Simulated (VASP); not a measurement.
# BaZrP (P-6m2) in VASP: notebook, part 2 of 3

VASP 6.6.1.

**3. Single point, PBE**

This run uses another cell than the first one, of 30.00 Å³/atom.

Contents of INCAR:

```
ALGO = Normal
EDIFF = 1E-6
ENCUT = 520
GGA = PE
ISIF = 2
ISMEAR = 0
LASPH = True
LCHARG = False
LREAL = False
LWAVE = False
NBANDS = 20
NELM = 100
PREC = Accurate
SIGMA = 0.1
```

Contents of KPOINTS:

```
k-points
0
Gamma
  6 6 4
```

Contents of POSCAR:

```
BaZrP
1.0
    4.4795533577      0.0000000000      0.0000000000
   -2.2397766789      3.8794070054      0.0000000000
    0.0000000000      0.0000000000      5.1782470293
Ba Zr P
1 1 1
Direct
    0.6666666667      0.3333333333      0.0000000000
    0.0000000000      0.0000000000      0.5000000000
    0.3333333333      0.6666666667      0.5000000000
```

Potentials or basis: VASP PAW PBE potentials, release 64 (Ba_sv, Zr_sv, P).

Command:

```sh
$ cat potpaw_PBE.64/Ba_sv/POTCAR potpaw_PBE.64/Zr_sv/POTCAR potpaw_PBE.64/P/POTCAR > POTCAR
$ mpirun -np 1 vasp_std > vasp.out
```

OUTCAR:

```text
EDIFF = 1E-6
   ENCUT = 520
   GGA = PE
   ISIF = 2
   ISMEAR = 0
   LASPH = True
   LREAL = False
   NELM = 100
   PREC = Accurate

 ion  position               nearest neighbor table
   1  0.667  0.333  0.000-   3 3.66   3 3.66   3 3.66   3 3.66   2 3.66   2 3.66   2 3.66   2 3.66
                             2 3.66   2 3.66   3 3.66   3 3.66
   2  0.000  0.000  0.500-   3 2.59   3 2.59   3 2.59   1 3.66   1 3.66   1 3.66   1 3.66   1 3.66
                             1 3.66
   3  0.333  0.667  0.500-   2 2.59   2 2.59   2 2.59   1 3.66   1 3.66   1 3.66   1 3.66   1 3.66
                             1 3.66

  LATTYP: Found a hexagonal cell.
 ALAT       =     4.4795533577
 C/A-ratio  =     1.1559739590

  Lattice vectors:

 A1 = (   4.4795533577,   0.0000000000,   0.0000000000)
 A2 = (  -2.2397766789,   3.8794070054,   0.0000000000)
 A3 = (   0.0000000000,   0.0000000000,   5.1782470293)

Analysis of symmetry for initial positions (statically):
=====================================================================
 Subroutine PRICEL returns:
 Original cell was already a primitive cell.

 Routine SETGRP: Setting up the symmetry group for a
 hexagonal supercell.

 Subroutine GETGRP returns: Found 12 space group operations
 (whereof 12 operations were pure point group operations)
 out of a pool of 24 trial point group operations.

The static configuration has the point symmetry D_3h.

Analysis of symmetry for dynamics (positions and initial velocities):
=====================================================================
 Subroutine PRICEL returns:
 Original cell was already a primitive cell.

 Routine SETGRP: Setting up the symmetry group for a
 hexagonal supercell.

 Subroutine GETGRP returns: Found 12 space group operations
 (whereof 12 operations were pure point group operations)
 out of a pool of 24 trial point group operations.

The dynamic configuration has the point symmetry D_3h.

 Subroutine INISYM returns: Found 12 space group operations
 (whereof 12 operations are pure point group operations),
 and found     1 'primitive' translations

----------------------------------------------------------------------------------------

                                     Primitive cell

  volume of cell :      89.9876

  direct lattice vectors                    reciprocal lattice vectors
     4.479553358  0.000000000  0.000000000     0.223236542  0.128885677  0.000000000
    -2.239776679  3.879407005  0.000000000     0.000000000  0.257771355  0.000000000
     0.000000000  0.000000000  5.178247029     0.000000000  0.000000000  0.193115546

  length of vectors
     4.479553358  4.479553358  5.178247029     0.257771355  0.257771355  0.193115546

  position of ions in fractional coordinates (direct lattice)
     0.666666667  0.333333333  0.000000000
     0.000000000  0.000000000  0.500000000
     0.333333333  0.666666667  0.500000000

  ion indices of the primitive-cell ions
   primitive index   ion index
                 1           1
                 2           2
                 3           3

----------------------------------------------------------------------------------------

 KPOINTS: k-points

Automatic generation of k-mesh.
 Grid dimensions read from file:
 generate k-points for:    6    6    4

 Generating k-lattice:

  Cartesian coordinates                     Fractional coordinates (reciprocal lattice)
     0.037206090  0.021480946  0.000000000     0.166666667  0.000000000  0.000000000
     0.000000000  0.042961892  0.000000000     0.000000000  0.166666667  0.000000000
     0.000000000  0.000000000  0.048278886     0.000000000  0.000000000  0.250000000

  Length of vectors
     0.042961892  0.042961892  0.048278886

  Shift w.r.t. Gamma in fractional coordinates (k-lattice)
     0.000000000  0.000000000  0.000000000

 Subroutine IBZKPT returns following result:
 ===========================================

 Found     21 irreducible k-points:

 Following reciprocal coordinates:
            Coordinates               Weight
  0.000000  0.000000  0.000000      1.000000
  0.166667  0.000000  0.000000      6.000000
  0.333333  0.000000  0.000000      6.000000
  0.500000 -0.000000  0.000000      3.000000
  0.166667  0.166667  0.000000      6.000000
  0.333333  0.166667  0.000000     12.000000
[... 13 lines left out ...]
  0.333333  0.166667  0.500000     12.000000
  0.333333  0.333333  0.500000      2.000000
   k-points           NKPTS =     21   k-points in BZ     NKDIM =     21   number of bands    NBANDS=     20
   number of dos      NEDOS =    301   number of ions     NIONS =      3
   total plane-waves  NPLWV =  51840
   dimension x,y,z NGX =    36 NGY =   36 NGZ =   40
   dimension x,y,z NGXF=    72 NGYF=   72 NGZF=   80
   ions per type =               1   1   1
   NGX,Y,Z   is equivalent  to a cutoff of  13.36, 13.36, 12.84 a.u.
   NGXF,Y,Z  is equivalent  to a cutoff of  26.72, 26.72, 25.68 a.u.
 SYSTEM =  unknown system
   PREC   = accura    normal or accurate (medium, high low for compatibility)
   ISTART =      0    job   : 0-new  1-cont  2-samecut
   ICHARG =      2    charge: 1-file 2-atom 10-const
   ISPIN  =      1    spin polarized calculation?
   LNONCOLLINEAR =      F non collinear calculations
   LSORBIT =      F    spin-orbit coupling
   LASPH  =      T    aspherical Exc in radial PAW
   ENCUT  =  520.0 eV  38.22 Ry    6.18 a.u.   8.33  8.33  9.63*2*pi/ulx,y,z
   NELM   =    100;   NELMIN=  2; NELMDL= -5     # of ELM steps
   EDIFF  = 0.1E-05   stopping-criterion for ELM
   LREAL  =      F    real-space projection
   EDIFFG = 0.1E-04   stopping-criterion for IOM
   NSW    =      0    number of steps for IOM
   IBRION =     -1    ionic relax: 0-MD 1-quasi-New 2-CG
   NFREE  =      0    steps in history (QN), initial steepest desc. (CG)
   ISIF   =      2    stress and relaxation
   ISYM   =      2    0-nonsym 1-usesym 2-fastsym
   POTIM  = 0.5000    time-step for ionic-motion
   TEBEG  =    0.0;   TEEND  =   0.0 temperature during run
   PSTRESS=    0.0 pullay stress
   NELECT =      27.0000    total number of electrons
   NUPDOWN=      -1.0000    fix difference up-down
   EMIN   =  10.00;   EMAX   =-10.00  energy-range for DOS
   EFERMI =   0.00;   METHOD = LEGACY
   ISMEAR =     0;   SIGMA  =   0.10  broadening in eV -4-tet -1-fermi 0-gaus
   EFERMI_NEDOS =   21; number of points for ismear=-14 and -15
   IALGO  =     38    algorithm
   IMIX   =      4    mixing-type and parameters
     AMIX     =   0.40;   BMIX     =  1.00
     AMIX_MAG =   1.60;   BMIX_MAG =  1.00
  volume/ion in A,a.u.               =      30.00       202.42
  Fermi-wavevector in a.u.,A,eV,Ry     =   1.095978  2.071098 16.342878  1.201168
  Thomas-Fermi vector in A             =   2.232312
   LORBIT       =      0    0 simple, 1 ext, 2 COOP (PROOUT), +10 PAW based schemes
   GGA     = PE    functional components
   LHFCALC =     F    Hartree Fock is set to
   AEXX    =    0.0000 exact exchange contribution
   IVDW    =     0    specifies the selected vdW correction
   LEPSILON=     F    determine dielectric tensor
   LRPA    =     F    only Hartree local field effects (RPA)
 non-spin polarized calculation
 Gauss-broadening in eV      SIGMA  =   0.10
  energy-cutoff  :      520.00
  volume of cell :       89.99
 maximum number of plane-waves:      2449
 NGX is ok and might be reduce to    36
   NGX = 17   NGY = 17   NGZ = 19

 number of electron      27.0000002 magnetization

 Free energy of the ion-electron system (eV)
  ---------------------------------------------------
  ext. energy  EPLUGINS =         0.00000000
  ---------------------------------------------------
  free energy    TOTEN  =       -17.12271667 eV

  energy without entropy =      -17.10394039  energy(sigma->0) =      -17.11332853

 E-fermi :   5.1374     XC(G=0):  -9.3550

 val. band max:        5.0899347676   @ k =   0.0000   0.0000   0.5000
 cond. band min:       5.1431251625   @ k =   0.3333   0.0000   0.5000
 fundamental gap:      0.0531903949
 Fermi energy:         5.1373603916

 k-point     1 :       0.0000    0.0000    0.0000
  band No.  band energies     occupation
      1     -44.0919      2.00000
      2     -23.0838      2.00000
      3     -22.2018      2.00000
      4     -22.1559      2.00000
      5     -22.1559      2.00000
      6      -8.3958      2.00000
[... 12 lines left out ...]
     19       8.6959      0.00000
[... 444 lines left out ...]
      4     -22.1919      2.00000
      5     -22.1787      2.00000
      6      -8.4281      2.00000
[... 12 lines left out ...]
     19       9.0393      0.00000
     20       9.2410      0.00000

------------------------ aborting loop because EDIFF is reached ----------------------------------------

  FORCE on cell =-STRESS in cart. coord.  units (eV):
  Direction    XX          YY          ZZ          XY          YZ          ZX
  --------------------------------------------------------------------------------------
  -------------------------------------------------------------------------------------
  Total        0.1939541      0.1939541      0.3546152     -0.0000000      0.0000000      0.0000000
  in kB        3.4532398      3.4532398      6.3137175     -0.0000000      0.0000000      0.0000000
  external PRESSURE =       4.4067324 kB  Pullay stress =       0.0000000 kB

 VOLUME and BASIS-vectors are now :
 -----------------------------------------------------------------------------
  energy-cutoff  :      520.00
  volume of cell :       89.99
      direct lattice vectors                 reciprocal lattice vectors
     4.479553358  0.000000000  0.000000000     0.223236542  0.128885677  0.000000000
    -2.239776679  3.879407005  0.000000000     0.000000000  0.257771355  0.000000000
     0.000000000  0.000000000  5.178247029     0.000000000  0.000000000  0.193115546

 POSITION                                       TOTAL-FORCE (eV/Angst)
 -----------------------------------------------------------------------------------
      2.23978      1.29314      0.00000         0.000000      0.000000      0.000000
      0.00000      0.00000      2.58912        -0.000000      0.000000      0.000000
     -0.00000      2.58627      2.58912        -0.000000     -0.000000      0.000000
 -----------------------------------------------------------------------------------
    total drift:                               -0.000000      0.000000      0.000000

  FREE ENERGIE OF THE ION-ELECTRON SYSTEM (eV)
  ---------------------------------------------------
  free  energy   TOTEN  =       -17.1227166706 eV

  energy  without entropy=      -17.1039403852  energy(sigma->0) =      -17.11332853
```

stdout:

```text
POSCAR found type information on POSCAR BaZrP
 POSCAR found :  3 types and       3 ions
 scaLAPACK will be used
 LDA part: xc-table for (Slater+PW92), standard interpolation
 POSCAR, INCAR and KPOINTS ok, starting setup
 FFT: planning ... GRIDC
 FFT: planning ... GRID_SOFT
 FFT: planning ... GRID
 WAVECAR not read
 entering main loop
```

Run time: 75 s. Hardware: 1 thread of Intel Xeon 8259CL, shared host; peak memory 0.24 GiB.

What came out:

| Quantity | Value |
| --- | --- |
| Free energy | -17.1227 eV |
| Pressure | 0.4 GPa |
| Band gap on the k mesh | zero (an odd number of electrons rules out a gap without spin polarisation) |

Levels at points of the mesh, in eV from the Fermi level:
```csv
k point,band 11,band 12,band 13,band 14,band 15,band 16
"(0.00, 0.00, 0.00)",-3.40,-1.97,-1.90,0.53,0.53,0.69
"(0.50, 0.00, 0.00)",-2.99,-2.25,-1.08,-0.27,-0.05,1.61
"(0.00, 0.00, 0.50)",-3.51,-3.49,-0.05,-0.05,0.71,1.23
"(0.50, 0.00, 0.50)",-3.14,-2.43,-0.18,0.31,0.49,0.62
```

Caveat: spin-orbit coupling is left out, which moves the levels of the heavy elements.

(Part 2 of 3 ends here.)

The gap in the log of VASP goes by the Fermi energy; the results here count the filled bands.